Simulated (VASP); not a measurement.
Runs of VASP 6.6.1 on TaN. The structure is that of space group P4/mmm (No. 123), or close to it. The cells are those of the table. 

```tsv
task	spin	cell	k mesh	cutoff (eV)	gap on the mesh (eV)	pressure (GPa)
relaxation of cell and atoms	off	relaxed from a = 2.965, b = 2.965, c = 3.045 Å, 2 atoms	18 × 18 × 18	600	none	0.0
single point	off	a = 2.962, b = 2.962, c = 3.092 Å, 2 atoms	18 × 18 × 18	520	none	(a)
single point	collinear, ferromagnetic start	a = 2.965, b = 2.965, c = 3.045 Å, 2 atoms	6 × 6 × 6	520	none	0.3
single point	off	a = 2.954, b = 2.954, c = 3.218 Å, 2 atoms	6 × 6 × 4	520	none	0.5
single point	off	a = 2.965, b = 2.965, c = 3.045 Å, 2 atoms	6 × 6 × 6	520	none	0.3
```

Alike in all rows: level PBE; potentials or basis VASP PAW PBE potentials, release 64 (Ta_pv, N); smearing gaussian 0.1 eV.

Question: Fill in the values left out.

Answer: (a) 0.4.

Caveats: some runs use coarse meshes; spin-orbit coupling is left out, which moves the levels of the heavy elements.

A k mesh can miss the band edges, and the runs leave out spin-orbit coupling on Ta.

A gap of «none» marks levels without a gap at the run's occupations.
